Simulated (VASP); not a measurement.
# GaN (P6_3mc) in VASP: notebook

Runs on GaN. Level: r2SCAN. Tasks: single point.

Program: VASP 6.6.1. These are calculated values, not measurements. Logs are shortened: lines on timing, memory, paths and dates and some standing lists are left out, and cuts for length are marked.

### Step 1. The cell of the first run

It takes space group P6_3mc (No. 186, hexagonal). Conventional cell: a = 3.151 Å, b = 3.151 Å, c = 5.209 Å, α = 90.00°, β = 90.00°, γ = 120.00°. Ga (site symmetry 3m) has 4 N at 1.93 to 1.96 Å within 2.6 Å. N (site symmetry 3m) has 4 Ga at 1.93 to 1.96 Å within 2.6 Å.

### Step 2. Single point, r2SCAN

POSCAR

```
GaN
1.0
    3.1512880201      0.0000000000      0.0000000000
   -1.5756440100      2.7290954800      0.0000000000
    0.0000000000      0.0000000000      5.2094514560
Ga N
2 2
Direct
    0.3333333333      0.6666666667      0.0001097060
    0.6666666667      0.3333333333      0.5001097060
    0.3333333333      0.6666666667      0.3768902940
    0.6666666667      0.3333333333      0.8768902940
```

INCAR.step1

```
SYSTEM = GaN
ALGO = Normal ; EDIFF = 1E-4
ENCUT = 520 ; GGA = PE
ISMEAR = 0 ; LASPH = .True.
LCHARG = .False. ; LREAL = .False.
LWAVE = .True. ; NBANDS = 26
NELM = 60 ; PREC = Accurate
SIGMA = 0.01
```

INCAR.step2

```
SYSTEM = GaN
ALGO = Normal ; EDIFF = 1E-6
ENCUT = 520 ; ISIF = 2
ISMEAR = 0 ; ISTART = 1
LASPH = .True. ; LCHARG = .True.
LELF = .True. ; LMIXTAU = .True.
LREAL = .False. ; LVHAR = .True.
LWAVE = .False. ; METAGGA = R2SCAN
NBANDS = 26 ; NELM = 60
PREC = Accurate ; SIGMA = 0.01
```

KPOINTS

```
k-points
0
Gamma
  8 8 5
  0 0 0
```

Potentials or basis: VASP PAW PBE potentials, release 64 (Ga_d, N).

Run with:

```console
$ cat potpaw_PBE.64/Ga_d/POTCAR potpaw_PBE.64/N/POTCAR > POTCAR
$ cp INCAR.step1 INCAR
$ mpirun -np 1 vasp_std > vasp.out
$ cp INCAR.step2 INCAR
$ mpirun -np 1 vasp_std > vasp.out
```

OUTCAR:

```text
SYSTEM = GaN
   EDIFF = 1E-6
   ENCUT = 520
   ISIF = 2
   ISMEAR = 0
   ISTART = 1
   LASPH = .True.
   LREAL = .False.
   METAGGA = R2SCAN
   NELM = 60
   PREC = Accurate

 ion  position               nearest neighbor table
   1  0.333  0.667  0.000-   4 1.93   4 1.93   4 1.93   3 1.96
   2  0.667  0.333  0.500-   3 1.93   3 1.93   3 1.93   4 1.96
   3  0.333  0.667  0.377-   2 1.93   2 1.93   2 1.93   1 1.96
   4  0.667  0.333  0.877-   1 1.93   1 1.93   1 1.93   2 1.96

  LATTYP: Found a hexagonal cell.
 ALAT       =     3.1512880201
 C/A-ratio  =     1.6531181608

  Lattice vectors:

 A1 = (   3.1512880201,   0.0000000000,   0.0000000000)
 A2 = (  -1.5756440100,   2.7290954800,   0.0000000000)
 A3 = (   0.0000000000,   0.0000000000,   5.2094514560)

Analysis of symmetry for initial positions (statically):
=====================================================================
 Subroutine PRICEL returns:
 Original cell was already a primitive cell.

 Routine SETGRP: Setting up the symmetry group for a
 hexagonal supercell.

 Subroutine GETGRP returns: Found 12 space group operations
 (whereof  6 operations were pure point group operations)
 out of a pool of 24 trial point group operations.

The static configuration has the point symmetry C_3v.
 The point group associated with its full space group is C_6v.

Analysis of symmetry for dynamics (positions and initial velocities):
=====================================================================
 Subroutine PRICEL returns:
 Original cell was already a primitive cell.

 Routine SETGRP: Setting up the symmetry group for a
 hexagonal supercell.

 Subroutine GETGRP returns: Found 12 space group operations
 (whereof  6 operations were pure point group operations)
 out of a pool of 24 trial point group operations.

The dynamic configuration has the point symmetry C_3v.
 The point group associated with its full space group is C_6v.

 Subroutine INISYM returns: Found 12 space group operations
 (whereof  6 operations are pure point group operations),
 and found     1 'primitive' translations

----------------------------------------------------------------------------------------

                                     Primitive cell

[... 90 lines left out ...]
   LSORBIT =      F    spin-orbit coupling
   LASPH  =      T    aspherical Exc in radial PAW
   ENCUT  =  520.0 eV  38.22 Ry    6.18 a.u.   5.86  5.86  9.69*2*pi/ulx,y,z
   NELM   =     60;   NELMIN=  2; NELMDL=  0     # of ELM steps
   EDIFF  = 0.1E-05   stopping-criterion for ELM
   LREAL  =      F    real-space projection
   EDIFFG = 0.1E-04   stopping-criterion for IOM
   NSW    =      0    number of steps for IOM
   IBRION =     -1    ionic relax: 0-MD 1-quasi-New 2-CG
   NFREE  =      0    steps in history (QN), initial steepest desc. (CG)
   ISIF   =      2    stress and relaxation
   ISYM   =      2    0-nonsym 1-usesym 2-fastsym
   POTIM  = 0.5000    time-step for ionic-motion
   TEBEG  =    0.0;   TEEND  =   0.0 temperature during run
   PSTRESS=    0.0 pullay stress
   NELECT =      36.0000    total number of electrons
   NUPDOWN=      -1.0000    fix difference up-down
   EMIN   =  10.00;   EMAX   =-10.00  energy-range for DOS
   EFERMI =   0.00;   METHOD = LEGACY
   ISMEAR =     0;   SIGMA  =   0.01  broadening in eV -4-tet -1-fermi 0-gaus
   EFERMI_NEDOS =   21; number of points for ismear=-14 and -15
   IALGO  =     38    algorithm
   IMIX   =      4    mixing-type and parameters
     AMIX     =   0.40;   BMIX     =  1.00
     AMIX_MAG =   1.60;   BMIX_MAG =  1.00
  volume/ion in A,a.u.               =      11.20        75.58
  Fermi-wavevector in a.u.,A,eV,Ry     =   1.521982  2.876128 31.516914  2.316428
  Thomas-Fermi vector in A             =   2.630623
   LORBIT       =      0    0 simple, 1 ext, 2 COOP (PROOUT), +10 PAW based schemes
   METAGGA = R2SCAN    functional components
   LHFCALC =     F    Hartree Fock is set to
   AEXX    =    0.0000 exact exchange contribution
   IVDW    =     0    specifies the selected vdW correction
   LEPSILON=     F    determine dielectric tensor
   LRPA    =     F    only Hartree local field effects (RPA)
 non-spin polarized calculation
 Gauss-broadening in eV      SIGMA  =   0.01
  energy-cutoff  :      520.00
  volume of cell :       44.80
 maximum number of plane-waves:      1232
 NGX is ok and might be reduce to    24
   NGX = 11   NGY = 11   NGZ = 19

 number of electron      36.0000011 magnetization

 Free energy of the ion-electron system (eV)
  ---------------------------------------------------
  ext. energy  EPLUGINS =         0.00000000
  ---------------------------------------------------
  free energy    TOTEN  =       -43.79981395 eV

  energy without entropy =      -43.79981395  energy(sigma->0) =      -43.79981395

 E-fermi :   5.4022     XC(G=0): -12.7540

 val. band max:        5.2865602461   @ k =   0.0000   0.0000   0.0000
 cond. band min:       7.6885464103   @ k =   0.0000   0.0000   0.0000
 fundamental gap:      2.4019861642
 Fermi energy:         5.4022069512

 k-point     1 :       0.0000    0.0000    0.0000
  band No.  band energies     occupation
      1     -11.6789      2.00000
      2     -10.6451      2.00000
      3      -8.5723      2.00000
      4      -8.5617      2.00000
      5      -8.5617      2.00000
      6      -8.4936      2.00000
[... 685 lines left out ...]
     25      17.8388      0.00000
     26      18.8908      0.00000

 [... further k-points ...]

------------------------ aborting loop because EDIFF is reached ----------------------------------------

  FORCE on cell =-STRESS in cart. coord.  units (eV):
  Direction    XX          YY          ZZ          XY          YZ          ZX
  --------------------------------------------------------------------------------------
  -------------------------------------------------------------------------------------
  Total        1.7946430      1.7946430      0.0112559      0.0000000      0.0000000      0.0000000
  in kB       64.1785390     64.1785390      0.4025251      0.0000000      0.0000000      0.0000000
  external PRESSURE =      42.9198677 kB  Pullay stress =       0.0000000 kB

 VOLUME and BASIS-vectors are now :
 -----------------------------------------------------------------------------
  energy-cutoff  :      520.00
  volume of cell :       44.80
      direct lattice vectors                 reciprocal lattice vectors
     3.151288020  0.000000000  0.000000000     0.317330562  0.183210886  0.000000000
    -1.575644010  2.729095480  0.000000000     0.000000000  0.366421771  0.000000000
     0.000000000  0.000000000  5.209451456     0.000000000  0.000000000  0.191958790

 POSITION                                       TOTAL-FORCE (eV/Angst)
 -----------------------------------------------------------------------------------
     -0.00000      1.81940      0.00057         0.000000     -0.000000      0.177675
      1.57564      0.90970      2.60530        -0.000000      0.000000      0.177675
     -0.00000      1.81940      1.96339         0.000000      0.000000     -0.177675
      1.57564      0.90970      4.56812         0.000000      0.000000     -0.177675
 -----------------------------------------------------------------------------------
    total drift:                                0.000002      0.000003      0.058612

  FREE ENERGIE OF THE ION-ELECTRON SYSTEM (eV)
  ---------------------------------------------------
  free  energy   TOTEN  =       -43.7998139458 eV

  energy  without entropy=      -43.7998139458  energy(sigma->0) =      -43.79981395
```

OUTCAR.step1:

```text
SYSTEM = GaN
   EDIFF = 1E-4
   ENCUT = 520
   GGA = PE
   ISMEAR = 0
   LASPH = .True.
   LREAL = .False.
   NELM = 60
[... 926 lines left out ...]
      1.57564      0.90970      2.60530         0.000000     -0.000000      0.170718
     -0.00000      1.81940      1.96339        -0.000000     -0.000000     -0.170718
      1.57564      0.90970      4.56812        -0.000000      0.000000     -0.170718
 -----------------------------------------------------------------------------------
    total drift:                               -0.000001     -0.000001      0.000168

  FREE ENERGIE OF THE ION-ELECTRON SYSTEM (eV)
  ---------------------------------------------------
  free  energy   TOTEN  =       -24.2550795001 eV

  energy  without entropy=      -24.2550795001  energy(sigma->0) =      -24.25507950
```

OSZICAR.step1:

```text
N       E                     dE             d eps       ncg     rms          rms(c)
DAV:   1     0.284103789949E+03    0.28410E+03   -0.17561E+04  1672   0.260E+03
DAV:   2     0.835775825144E+01   -0.27575E+03   -0.25891E+03  1688   0.496E+02
DAV:   3    -0.271208832257E+02   -0.35479E+02   -0.35011E+02  1796   0.144E+02
DAV:   4    -0.283175543717E+02   -0.11967E+01   -0.11916E+01  1938   0.282E+01
DAV:   5    -0.283386175274E+02   -0.21063E-01   -0.21048E-01  1906   0.361E+00    0.110E+01
DAV:   6    -0.241710230948E+02    0.41676E+01   -0.10037E+01  2594   0.499E+01    0.307E+00
DAV:   7    -0.242732994901E+02   -0.10228E+00   -0.14738E+00  1668   0.907E+00    0.273E+00
DAV:   8    -0.242683183994E+02    0.49811E-02   -0.14032E-01  2586   0.523E+00    0.745E-01
DAV:   9    -0.242545654954E+02    0.13753E-01   -0.47510E-02  2594   0.375E+00    0.323E-01
DAV:  10    -0.242551257650E+02   -0.56027E-03   -0.37280E-03  1640   0.406E-01    0.529E-02
DAV:  11    -0.242550795001E+02    0.46265E-04   -0.39851E-04  1920   0.365E-01
   1 F= -.24255080E+02 E0= -.24255080E+02  d E =-.735844E-36
```

Run time: 95 s. Hardware: 1 thread of Intel Xeon Platinum 8488C (Sapphire Rapids), shared host; peak memory 0.18 GiB.

Results:

* Free energy: -43.7998 eV
* Pressure: 4.3 GPa
* Largest force: 0.178 eV/Å
* Band gap on the k mesh: 2.40 eV

Forces on the atoms (eV/Å):
```
Ga   0.000  0.000  0.178
Ga   0.000  0.000  0.178
N    0.000  0.000 -0.178
N    0.000  0.000 -0.178
```

Stress tensor (GPa, compression positive):
```
6.42 0.00 0.00
0.00 6.42 0.00
0.00 0.00 0.04
```

Levels at points of the mesh, in eV from the valence-band top:
| k point | band 15 | band 16 | band 17 | band 18 | band 19 | band 20 | band 21 | band 22 |
| --- | --- | --- | --- | --- | --- | --- | --- | --- |
| (0.00, 0.00, 0.00) | -1.03 | -0.09 | 0.00 | 0.00 | 2.40 | 5.05 | 9.93 | 10.80 |
| (0.50, 0.00, 0.00) | -4.37 | -2.85 | -2.29 | -1.09 | 5.71 | 6.18 | 6.48 | 9.41 |

Caveat: the cell stands under pressure; the PAW data sets were made with another functional, which shifts forces and pressure a little.

### Step 3. Single point, r2SCAN

This run uses another cell than the first one, of 11.37 Å³/atom.

POSCAR

```
GaN
1.0
    3.1831192122      0.0000000000      0.0000000000
   -1.5915596061      2.7566621010      0.0000000000
    0.0000000000      0.0000000000      5.1835337871
Ga N
2 2
Direct
    0.3333333333      0.6666666667      0.0001097060
    0.6666666667      0.3333333333      0.5001097060
    0.3333333333      0.6666666667      0.3768902940
    0.6666666667      0.3333333333      0.8768902940
```

INCAR.step1

```
PREC = Accurate
ENCUT = 520
ISMEAR = 0
SIGMA = 0.01
LREAL = False
LASPH = True
NELM = 80
NBANDS = 26
GGA = PE
ALGO = Normal
EDIFF = 1E-4
LWAVE = True
LCHARG = False
```

INCAR.step2

```
PREC = Accurate
ENCUT = 520
EDIFF = 1E-6
ISMEAR = 0
SIGMA = 0.01
LREAL = False
LASPH = True
NELM = 80
ALGO = Normal
ISIF = 2
LWAVE = False
LCHARG = False
METAGGA = R2SCAN
LMIXTAU = True
NBANDS = 26
ISTART = 1
```

KPOINTS

```
Automatic mesh
0
Gamma
  8 8 5
```

Potentials or basis: VASP PAW PBE potentials, release 64 (Ga_d, N).

Run with:

```console
$ cat potpaw_PBE.64/Ga_d/POTCAR potpaw_PBE.64/N/POTCAR > POTCAR
$ cp INCAR.step1 INCAR
$ mpirun -np 1 vasp_std > vasp.out
$ cp INCAR.step2 INCAR
$ mpirun -np 1 vasp_std > vasp.out
```

Run time: 76 s. Hardware: 1 thread of Intel Xeon Platinum 8488C (Sapphire Rapids), shared host; peak memory 0.18 GiB.

The run converged. Its results:

```
Free energy            : -43.8208 eV
Pressure               : 1.1 GPa
Largest force          : 0.010 eV/Å
Band gap on the k mesh : 2.34 eV
```

Forces in eV/Å, atoms in the order of the input:
```
Ga   0.000  0.000  0.010
Ga   0.000  0.000  0.010
N    0.000  0.000 -0.010
N    0.000  0.000 -0.010
```

Stress tensor (GPa, compression positive):
```
1.11 0.00 0.00
0.00 1.11 0.00
0.00 0.00 1.01
```

Levels at points of the mesh, in eV from the valence-band top:
```csv
k point,band 14,band 15,band 16,band 17,band 18,band 19,band 20,band 21,band 22,band 23
"(0.00, 0.00, 0.00)",-1.07,-1.07,-0.04,0.00,0.00,2.34,4.81,9.96,10.59,10.59
"(0.50, 0.00, 0.00)",-5.39,-4.30,-2.84,-2.24,-1.03,5.58,6.12,6.55,9.35,11.06
```

Caveat: the PAW data sets were made with another functional, which shifts forces and pressure a little.
